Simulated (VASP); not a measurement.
Input of a VASP 6.6.1 run:

File INCAR:

```
PREC = Accurate ; ENCUT = 520
EDIFF = 1E-7 ; ISMEAR = 0
SIGMA = 0.15 ; LREAL = F
LASPH = T ; NELM = 100
ALGO = Fast ; ISIF = 2
LWAVE = F ; LCHARG = F
NBANDS = 16
```

The input KPOINTS:

```
regular mesh
0
Gamma
  18 18 10
```

POSCAR

```
Ir
1.0
    2.8946000000      0.0000000000      0.0000000000
   -1.4473000000      2.5067971338      0.0000000000
    0.0000000000      0.0000000000      4.3131000000
Ir
2
Direct
    0.6666666667      0.3333333333      0.7500000000
    0.3333333333      0.6666666667      0.2500000000
```

Potentials or basis: VASP PAW LDA potentials, release 64 (Ir).

Launch:

```sh
$ cat potpaw_LDA.64/Ir/POTCAR > POTCAR
$ mpirun -np 1 vasp_std > vasp.out
```

Task: Predict the pressure.

Result: -30.9 GPa.

Task: What does it give for the band gap on the k mesh?

Result: Zero (bands 9 and 10 overlap by 2.52 eV).

Stress tensor (GPa, compression positive):
```
-36.28   0.00   0.00
  0.00 -36.28   0.00
  0.00   0.00 -20.15
```

Caveat: the cell stands under tension; spin-orbit coupling is left out, which moves the levels of the heavy elements.
